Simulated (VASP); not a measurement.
Write the native input for VASP 6.6.1 that does the following.

| Quantity | Value |
| --- | --- |
| Task | single point |
| Functional | PBE |
| Potentials or basis | VASP PAW PBE potentials, release 64 (Ba_sv, Ti_sv, O) |
| Cutoff | 520 eV |
| k mesh | 8 × 8 × 8 |
| Occupations | fermi-dirac, width 0.05 eV |
| Spin | no spin polarisation |
| Dipole correction | no |
| Further INCAR settings | ALGO = Normal; EDIFF = 1e-06; NBANDS = 28 |

The structure of BaTiO3 lies in POSCAR:

```
BaTiO3
1.0
    3.9938975588      0.0000000000      0.0000000000
    0.0000000000      3.9938975588      0.0000000000
    0.0000000000      0.0000000000      3.9938975588
Ba Ti O
1 1 3
Direct
    0.5000000000      0.5000000000      0.5000000000
    0.0000000000      0.0000000000      0.0000000000
    0.5000000000      0.0000000000      0.0000000000
    0.0000000000      0.5000000000      0.0000000000
    0.0000000000      0.0000000000      0.5000000000
```

This cell differs from its parent crystal: volume scaled by 0.99.

The input as run:

INCAR

```
SYSTEM = BaTiO3
ALGO = Normal ; EDIFF = 1E-6
ENCUT = 520 ; GGA = PE
ISIF = 2 ; ISMEAR = -1
LASPH = .True. ; LCHARG = .True.
LELF = .True. ; LREAL = .False.
LVHAR = .True. ; LWAVE = .False.
NBANDS = 28 ; NELM = 60
PREC = Accurate ; SIGMA = 0.05
```

KPOINTS

```
k-points
0
Gamma
  8 8 8
  0 0 0
```

Potentials or basis: VASP PAW PBE potentials, release 64 (Ba_sv, Ti_sv, O).

The run is started by

```bash
$ cat potpaw_PBE.64/Ba_sv/POTCAR potpaw_PBE.64/Ti_sv/POTCAR potpaw_PBE.64/O/POTCAR > POTCAR
$ mpirun -np 1 vasp_std > vasp.out
```

Results of the run:

```
Pressure               : 5.0 GPa
Band gap on the k mesh : 1.76 eV, indirect (least direct gap 1.90 eV)
```

Caveat: spin-orbit coupling is left out, which moves the levels of the heavy elements.

It took 41 s on 1 thread of Intel(R) Xeon(R) Platinum 8488C (Sapphire Rapids), with other jobs on the host, peak memory 0.21 GiB.
